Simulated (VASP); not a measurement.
# Ti (P6/mmm) in VASP: further runs, part 2 of 2

VASP 6.6.1. Earlier steps stand in the parts before.

### 4 Single point, LDA

This run uses another cell than the first one, of 16.88 Å³/atom.

The input, INCAR:

```
PREC     = Accurate       # precision mode
ENCUT    = 520            # plane-wave cutoff, eV
EDIFF    = 1E-6           # SCF threshold, eV
ISMEAR   = -1             # smearing method
SIGMA    = 0.15           # smearing width, eV
LREAL    = F              # projectors in reciprocal space
LASPH    = T              # aspherical terms in the spheres
NELM     = 80             # most SCF steps
ALGO     = Normal         # electronic algorithm
ISIF     = 2              # what is computed and relaxed
LWAVE    = F              # write WAVECAR
LCHARG   = F              # write CHGCAR
NBANDS   = 25             # bands
```

The input, KPOINTS:

```
Automatic mesh
0
Gamma
  7 7 10
```

The input, POSCAR:

```
Ti
1.0
    4.5691265865      0.0000000000      0.0000000000
   -2.2845632933      3.9569798387      0.0000000000
    0.0000000000      0.0000000000      2.8010732552
Ti
3
Direct
    0.0000000000      0.0000000000      0.0000000000
    0.3333333333      0.6666666667      0.5000000000
    0.6666666667      0.3333333333      0.5000000000
```

Potentials or basis: VASP PAW LDA potentials, release 64 (Ti_sv).

Started as:

```bash
> cat potpaw_LDA.64/Ti_sv/POTCAR > POTCAR
> mpirun -np 1 vasp_std > vasp.out
```

OUTCAR:

```text
PREC = Accurate
   ENCUT = 520
   EDIFF = 1E-6
   ISMEAR = -1
   LREAL = F
   LASPH = T
   NELM = 80
   ISIF = 2

 ion  position               nearest neighbor table
   1  0.000  0.000  0.000-
   2  0.333  0.667  0.500-   3 2.64   3 2.64   3 2.64
   3  0.667  0.333  0.500-   2 2.64   2 2.64   2 2.64

  LATTYP: Found a hexagonal cell.
 ALAT       =     4.5691265865
 C/A-ratio  =     0.6130434783

  Lattice vectors:

 A1 = (   4.5691265865,   0.0000000000,   0.0000000000)
 A2 = (  -2.2845632933,   3.9569798387,   0.0000000000)
 A3 = (   0.0000000000,   0.0000000000,   2.8010732552)

Analysis of symmetry for initial positions (statically):
=====================================================================
 Subroutine PRICEL returns:
 Original cell was already a primitive cell.

 Routine SETGRP: Setting up the symmetry group for a
 hexagonal supercell.

 Subroutine GETGRP returns: Found 24 space group operations
 (whereof 24 operations were pure point group operations)
 out of a pool of 24 trial point group operations.

[... 155 lines left out ...]

 Free energy of the ion-electron system (eV)
  ---------------------------------------------------
  ext. energy  EPLUGINS =         0.00000000
  ---------------------------------------------------
  free energy    TOTEN  =       -25.76579832 eV

  energy without entropy =      -25.49476536  energy(sigma->0) =      -25.63028184

 E-fermi :   8.2418     XC(G=0): -11.9192

 val. band max:        8.2359445276   @ k =   0.2857   0.1429   0.1000
 cond. band min:       8.2858801148   @ k =   0.2857   0.1429   0.0000
 fundamental gap:      0.0499355873
 Fermi energy:         8.2417852429

 k-point     1 :       0.0000    0.0000    0.0000
  band No.  band energies     occupation
      1     -47.8244      2.00000
      2     -47.6127      2.00000
      3     -47.4446      2.00000
      4     -24.5282      2.00000
      5     -24.5282      2.00000
      6     -24.4800      2.00000
[... 661 lines left out ...]
     24      10.8154      0.00000
     25      10.8863      0.00000

 [... further k-points ...]
[... 5 lines left out ...]
  --------------------------------------------------------------------------------------
  -------------------------------------------------------------------------------------
  Total       -2.3141667     -2.3141668     -1.8542336      0.0000000      0.0000000      0.0000000
  in kB      -73.2122450    -73.2122503    -58.6615489      0.0000000      0.0000000      0.0000000
  external PRESSURE =     -68.3620147 kB  Pullay stress =       0.0000000 kB

 VOLUME and BASIS-vectors are now :
 -----------------------------------------------------------------------------
  energy-cutoff  :      520.00
  volume of cell :       50.64
      direct lattice vectors                 reciprocal lattice vectors
     4.569126587  0.000000000  0.000000000     0.218860209  0.126358996  0.000000000
    -2.284563293  3.956979839  0.000000000     0.000000000  0.252717992  0.000000000
     0.000000000  0.000000000  2.801073255     0.000000000  0.000000000  0.357006015

 POSITION                                       TOTAL-FORCE (eV/Angst)
 -----------------------------------------------------------------------------------
      0.00000      0.00000      0.00000        -0.000000      0.000000      0.000000
     -0.00000      2.63799      1.40054        -0.000000      0.000000     -0.000000
      2.28456      1.31899      1.40054         0.000000     -0.000000      0.000000
 -----------------------------------------------------------------------------------
    total drift:                                0.000000      0.000000     -0.000000

  FREE ENERGIE OF THE ION-ELECTRON SYSTEM (eV)
  ---------------------------------------------------
  free  energy   TOTEN  =       -25.7657983227 eV

  energy  without entropy=      -25.4947653581  energy(sigma->0) =      -25.63028184
```

OSZICAR:

```text
N       E                     dE             d eps       ncg     rms          rms(c)
DAV:   1     0.426903236706E+03    0.42690E+03   -0.18720E+04  2408   0.179E+03
DAV:   2     0.194402335632E+02   -0.40746E+03   -0.40067E+03  2420   0.515E+02
DAV:   3    -0.253972273425E+02   -0.44837E+02   -0.43638E+02  4374   0.146E+02
DAV:   4    -0.287983433072E+02   -0.34011E+01   -0.33768E+01  3355   0.369E+01
DAV:   5    -0.289414439770E+02   -0.14310E+00   -0.14304E+00  3772   0.643E+00    0.147E+01
DAV:   6    -0.257690421640E+02    0.31724E+01   -0.11654E+01  3054   0.315E+01    0.364E+00
DAV:   7    -0.257460988890E+02    0.22943E-01   -0.11504E+00  3542   0.691E+00    0.239E+00
DAV:   8    -0.257994785159E+02   -0.53380E-01   -0.47591E-01  3573   0.753E+00    0.251E+00
DAV:   9    -0.257773578940E+02    0.22121E-01   -0.52325E-01  3455   0.645E+00    0.808E-01
DAV:  10    -0.257652113850E+02    0.12147E-01   -0.67943E-02  3209   0.281E+00    0.915E-02
DAV:  11    -0.257656825612E+02   -0.47118E-03   -0.49671E-03  3276   0.595E-01    0.123E-01
DAV:  12    -0.257658155652E+02   -0.13300E-03   -0.51173E-04  3236   0.187E-01    0.396E-02
DAV:  13    -0.257658005100E+02    0.15055E-04   -0.14022E-04  3383   0.817E-02    0.164E-02
DAV:  14    -0.257657979804E+02    0.25296E-05   -0.16486E-05  3564   0.414E-02    0.554E-03
DAV:  15    -0.257657983227E+02   -0.34229E-06   -0.62728E-07  1632   0.724E-03
   1 F= -.25765798E+02 E0= -.25630282E+02  d E =-.271033E+00
```

It took 98 s on 1 thread of AMD EPYC 7R43 (Zen 3), shared host; peak memory 0.14 GiB.

Results:

| Quantity | Value |
| --- | --- |
| Free energy | -25.7658 eV |
| Pressure | -6.8 GPa |
| Band gap on the k mesh | zero (bands 18 and 19 overlap by 0.23 eV) |

Stress tensor (GPa, compression positive):
```
-7.32  0.00  0.00
 0.00 -7.32  0.00
 0.00  0.00 -5.87
```

Caveat: the cell stands under tension.

### 5 Single point, LDA

This run uses another cell than the first one, of 17.23 Å³/atom.

The input, INCAR:

```
SYSTEM = Ti
ALGO = Normal ; EDIFF = 1E-6
ENCUT = 520 ; GGA = CA
ISIF = 2 ; ISMEAR = -1
LASPH = .TRUE. ; LCHARG = .FALSE.
LREAL = .FALSE. ; LWAVE = .FALSE.
NBANDS = 25 ; NELM = 60
PREC = Accurate ; SIGMA = 0.15
```

The input, KPOINTS:

```
k-points
0
G
  7 7 10
  0 0 0
```

The input, POSCAR:

```
Ti
1.0
    4.6000000000      0.0000000000      0.0000000000
   -2.3000000000      3.9837170000      0.0000000000
    0.0000000000      0.0000000000      2.8200000000
Ti
3
Direct
    0.0000000000      0.0000000000      0.0000000000
    0.3333333333      0.6666666667      0.5000000000
    0.6666666667      0.3333333333      0.5000000000
```

Potentials or basis: VASP PAW LDA potentials, release 64 (Ti_sv).

Started as:

```bash
> cat potpaw_LDA.64/Ti_sv/POTCAR > POTCAR
> mpirun -np 1 vasp_std > vasp.out
```

OUTCAR:

```text
SYSTEM = Ti
   EDIFF = 1E-6
   ENCUT = 520
   GGA = CA
   ISIF = 2
   ISMEAR = -1
   LASPH = .TRUE.
   LREAL = .FALSE.
   NELM = 60
   PREC = Accurate

 ion  position               nearest neighbor table
   1  0.000  0.000  0.000-
   2  0.333  0.667  0.500-   3 2.66   3 2.66   3 2.66
   3  0.667  0.333  0.500-   2 2.66   2 2.66   2 2.66

  LATTYP: Found a hexagonal cell.
 ALAT       =     4.6000000000
 C/A-ratio  =     0.6130434783

  Lattice vectors:

 A1 = (   4.6000000000,   0.0000000000,   0.0000000000)
 A2 = (  -2.3000000000,   3.9837170000,   0.0000000000)
 A3 = (   0.0000000000,   0.0000000000,   2.8200000000)

Analysis of symmetry for initial positions (statically):
=====================================================================
 Subroutine PRICEL returns:
 Original cell was already a primitive cell.

 Routine SETGRP: Setting up the symmetry group for a
 hexagonal supercell.

 Subroutine GETGRP returns: Found 24 space group operations
 (whereof 24 operations were pure point group operations)
 out of a pool of 24 trial point group operations.

The static configuration has the point symmetry D_6h.

Analysis of symmetry for dynamics (positions and initial velocities):
=====================================================================
 Subroutine PRICEL returns:
 Original cell was already a primitive cell.

 Routine SETGRP: Setting up the symmetry group for a
 hexagonal supercell.

 Subroutine GETGRP returns: Found 24 space group operations
 (whereof 24 operations were pure point group operations)
 out of a pool of 24 trial point group operations.

The dynamic configuration has the point symmetry D_6h.

 Subroutine INISYM returns: Found 24 space group operations
 (whereof 24 operations are pure point group operations),
 and found     1 'primitive' translations

[... 103 lines left out ...]
   ISYM   =      2    0-nonsym 1-usesym 2-fastsym
   POTIM  = 0.5000    time-step for ionic-motion
   TEBEG  =    0.0;   TEEND  =   0.0 temperature during run
   PSTRESS=    0.0 pullay stress
   NELECT =      36.0000    total number of electrons
   NUPDOWN=      -1.0000    fix difference up-down
   EMIN   =  10.00;   EMAX   =-10.00  energy-range for DOS
   EFERMI =   0.00;   METHOD = LEGACY
   ISMEAR =    -1;   SIGMA  =   0.15  broadening in eV -4-tet -1-fermi 0-gaus
   EFERMI_NEDOS =   21; number of points for ismear=-14 and -15
   IALGO  =     38    algorithm
   IMIX   =      4    mixing-type and parameters
     AMIX     =   0.40;   BMIX     =  1.00
     AMIX_MAG =   1.60;   BMIX_MAG =  1.00
  volume/ion in A,a.u.               =      17.23       116.24
  Fermi-wavevector in a.u.,A,eV,Ry     =   1.451255  2.742475 28.655806  2.106142
  Thomas-Fermi vector in A             =   2.568774
   LORBIT       =      0    0 simple, 1 ext, 2 COOP (PROOUT), +10 PAW based schemes
   GGA     = CA    functional components
   LHFCALC =     F    Hartree Fock is set to
   AEXX    =    0.0000 exact exchange contribution
   IVDW    =     0    specifies the selected vdW correction
   LEPSILON=     F    determine dielectric tensor
   LRPA    =     F    only Hartree local field effects (RPA)
 non-spin polarized calculation
  energy-cutoff  :      520.00
  volume of cell :       51.68
 maximum number of plane-waves:      1420
 NGX is ok and might be reduce to    36
   NGX = 17   NGY = 17   NGZ = 11

 number of electron      35.9999981 magnetization

 Free energy of the ion-electron system (eV)
  ---------------------------------------------------
  ext. energy  EPLUGINS =         0.00000000
  ---------------------------------------------------
  free energy    TOTEN  =       -25.71567147 eV

  energy without entropy =      -25.43700239  energy(sigma->0) =      -25.57633693

 E-fermi :   8.0276     XC(G=0): -11.8216

 val. band max:        8.0120878798   @ k =   0.2857   0.1429   0.1000
 cond. band min:       8.0638935904   @ k =   0.2857   0.1429   0.0000
 fundamental gap:      0.0518057106
 Fermi energy:         8.0275594991

 k-point     1 :       0.0000    0.0000    0.0000
  band No.  band energies     occupation
      1     -48.0755      2.00000
      2     -47.8642      2.00000
      3     -47.7057      2.00000
      4     -24.7731      2.00000
      5     -24.7731      2.00000
      6     -24.7124      2.00000
[... 661 lines left out ...]
     24      10.5354      0.00000
     25      10.6097      0.00000

 [... further k-points ...]
[... 5 lines left out ...]
  --------------------------------------------------------------------------------------
  -------------------------------------------------------------------------------------
  Total       -2.9667535     -2.9667537     -2.5521339      0.0000000      0.0000000      0.0000000
  in kB      -91.9806808    -91.9806874    -79.1258923      0.0000000      0.0000000      0.0000000
  external PRESSURE =     -87.6957535 kB  Pullay stress =       0.0000000 kB

 VOLUME and BASIS-vectors are now :
 -----------------------------------------------------------------------------
  energy-cutoff  :      520.00
  volume of cell :       51.68
      direct lattice vectors                 reciprocal lattice vectors
     4.600000000  0.000000000  0.000000000     0.217391304  0.125510924  0.000000000
    -2.300000000  3.983717000  0.000000000     0.000000000  0.251021847  0.000000000
     0.000000000  0.000000000  2.820000000     0.000000000  0.000000000  0.354609929

 POSITION                                       TOTAL-FORCE (eV/Angst)
 -----------------------------------------------------------------------------------
      0.00000      0.00000      0.00000         0.000000      0.000000      0.000000
     -0.00000      2.65581      1.41000        -0.000000     -0.000000     -0.000000
      2.30000      1.32791      1.41000         0.000000      0.000000      0.000000
 -----------------------------------------------------------------------------------
    total drift:                                0.000000      0.000000     -0.000000

  FREE ENERGIE OF THE ION-ELECTRON SYSTEM (eV)
  ---------------------------------------------------
  free  energy   TOTEN  =       -25.7156714739 eV

  energy  without entropy=      -25.4370023857  energy(sigma->0) =      -25.57633693
```

stdout:

```text
POSCAR found type information on POSCAR Ti
 POSCAR found :  1 types and       3 ions
 scaLAPACK will be used
 LDA part: xc-table for (Slater(with rela. corr.)+CA(PZ))
 , standard interpolation
 POSCAR, INCAR and KPOINTS ok, starting setup
 FFT: planning ... GRIDC
 FFT: planning ... GRID_SOFT
 FFT: planning ... GRID
 WAVECAR not read
 entering main loop
```

It took 1.9 min on 1 thread of AMD EPYC 7R43 (Zen 3), shared host; peak memory 0.14 GiB.

What came out:

```yaml
Free_energy: -25.7157 eV
Pressure: -8.8 GPa
Band_gap_on_the_k_mesh: zero (bands 18 and 19 overlap by 0.24 eV)
```

Levels at points of the mesh, in eV from the Fermi level:
| k point | band 14 | band 15 | band 16 | band 17 | band 18 | band 19 | band 20 | band 21 | band 22 | band 23 |
| --- | --- | --- | --- | --- | --- | --- | --- | --- | --- | --- |
| (0.00, 0.00, 0.00) | -1.89 | -0.65 | -0.65 | -0.55 | -0.55 | -0.07 | 0.64 | 1.29 | 1.29 | 1.89 |
| (0.00, 0.00, 0.50) | -2.02 | -2.02 | -1.57 | -1.54 | -1.54 | 1.04 | 1.04 | 1.26 | 1.26 | 2.95 |

Caveat: the cell stands under tension.

### 6 Overview

```tsv
cell	gap on the mesh (eV)	pressure (GPa)
a = 4.506, b = 4.506, c = 2.762 Å, angles 90.0, 90.0, 120.0°, 3 atoms	none	-2.3
a = 4.538, b = 4.538, c = 2.782 Å, angles 90.0, 90.0, 120.0°, 3 atoms	none	-4.7
a = 4.569, b = 4.569, c = 2.801 Å, angles 90.0, 90.0, 120.0°, 3 atoms	none	-6.8
a = 4.600, b = 4.600, c = 2.820 Å, angles 90.0, 90.0, 120.0°, 3 atoms	none	-8.8
```

Alike in all rows: task single point; level LDA; potentials or basis VASP PAW LDA potentials, release 64 (Ti_sv); no spin polarisation; k mesh 7 × 7 × 10; cutoff (eV) 520; smearing fermi-dirac 0.15 eV.

Caveats: the cell stands under tension (at least some runs).

Absolute energies hang on the potentials; compare differences alone.
